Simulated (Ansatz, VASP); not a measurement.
**Sc: VASP beside Ansatz**

File INCAR:

```
SYSTEM = Sc
PREC     = Accurate       ! precision mode
ENCUT    = 520            ! plane-wave cutoff, eV
EDIFF    = 1E-8           ! SCF threshold, eV
ISMEAR   = -1             ! smearing method
SIGMA    = 0.08           ! smearing width, eV
LREAL    = .False.        ! projectors in reciprocal space
LASPH    = .True.         ! aspherical terms in the spheres
NELM     = 100            ! most SCF steps
ALGO     = Normal         ! electronic algorithm
ISIF     = 2              ! what is computed and relaxed
LWAVE    = .False.        ! write WAVECAR
LCHARG   = .False.        ! write CHGCAR
GGA      = CA             ! functional
LEFG     = .True.       
NBANDS   = 12             ! bands
```

File KPOINTS:

```
regular mesh
0
Gamma
  13 13 13
  0 0 0
```

POSCAR

```
Sc
1.0
    0.0000000000      2.2797502870      2.2797502870
    2.2797502870      0.0000000000      2.2797502870
    2.2797502870      2.2797502870      0.0000000000
Sc
1
Direct
    0.0000000000      0.0000000000      0.0000000000
```

Input for Ansatz:

```yaml
crystal:
  lattice:
    - [0.0, 2.279750287, 2.279750287]
    - [2.279750287, 0.0, 2.279750287]
    - [2.279750287, 2.279750287, 0.0]
  atoms:
    - { symbol: Sc, position: [0.0, 0.0, 0.0] }
kpoints:
  mp_grid: { grid: [13, 13, 13] }
scf:
  occupations: { method: fermi_dirac, width: 0.08 }
hamiltonian:
  xc: lda
  pseudopotentials: { kind: paw }
output:
  forces: true
  stress: true
  eigenvalues: true
  efg: { contact_densities: true }
```

Change from the starting cell: volume scaled by 0.9405, PAW files.

Alike in both runs: task electric field gradients; functional LDA; k mesh 13 × 13 × 13; occupations fermi-dirac, width 0.08 eV; no spin polarisation.

```csv
,VASP,Ansatz
version,VASP 6.6.1,Ansatz 0.2.0
potentials or method,"VASP PAW LDA potentials, release 64 (Sc_sv)","PAW with Ansatz's default frozen-core files, scalar-relativistic"
plane-wave cutoff (eV),520,420
valence electrons in the cell,11,11
```

|  | VASP | Ansatz | Ansatz less VASP |
| --- | --- | --- | --- |
| pressure (GPa) | -2.9 | -2.9 | -0.05 |

LDA's correlation is that of Perdew and Zunger in VASP and of Perdew and Wang (1992) in Ansatz.
